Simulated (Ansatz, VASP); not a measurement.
This is a calculation of Ti for VASP 6.6.1.

The input INCAR:

```
PREC = Accurate
ENCUT = 520
EDIFF = 1E-6
ISMEAR = -1
SIGMA = 0.04
LREAL = F
LASPH = T
NELM = 100
ALGO = Normal
ISIF = 2
LWAVE = F
LCHARG = F
GGA = PE
NBANDS = 12
```

Contents of KPOINTS:

```
regular mesh
0
Gamma
  7 7 7
```

The input POSCAR:

```
Ti
1.0
   -1.6410000000      1.6410000000      1.6410000000
    1.6410000000     -1.6410000000      1.6410000000
    1.6410000000      1.6410000000     -1.6410000000
Ti
1
Direct
    0.0000000000      0.0000000000      0.0000000000
```

Potentials or basis: VASP PAW PBE potentials, release 64 (Ti_sv).

The run is started by

```console
$ cat potpaw_PBE.64/Ti_sv/POTCAR > POTCAR
$ mpirun -np 1 vasp_std > vasp.out
```

Q: Translate it to Ansatz 0.2.0. Potentials there: all-electron LAPW, scalar-relativistic.

A: As run (the cutoff follows the program's own potentials):

File input.yaml:

```yaml
crystal:
  lattice:
    - [-1.641, 1.641, 1.641]
    - [1.641, -1.641, 1.641]
    - [1.641, 1.641, -1.641]
  atoms:
    - { symbol: Ti, position: [0.0, 0.0, 0.0] }
kpoints:
  mp_grid: { grid: [7, 7, 7] }
scf:
  occupations: { method: fermi_dirac, width: 0.04 }
hamiltonian:
  xc: pbe
  pseudopotentials: { kind: all_electron, lapw: { basis_error: 0.003 } }
output:
  forces: true
  stress: true
  eigenvalues: true
```

Potentials or basis: all-electron LAPW, scalar-relativistic.

The run is started by

```sh
$ ansatz run input.yaml --threads 1 --pin off --max-ram 3072MiB --backend cpu --events-out ev --progress --plain --runs-dir out
```

Both were run:

|  | VASP | Ansatz | Ansatz less VASP |
| --- | --- | --- | --- |
| gap on the k mesh at the Fermi level (eV) | none | none | - |
| pressure (GPa) | -1.8 | -1.6 | +0.20 |

A gap of «none» marks a metal or a gap that the smearing closes. Ansatz ran all-electron here, and VASP with PAW potentials.

The k mesh is coarse, so the values compare programs but aren't converged. Noted on Ansatz's run: the k mesh is thin for a metal, which can move the energy by tens of meV per atom.
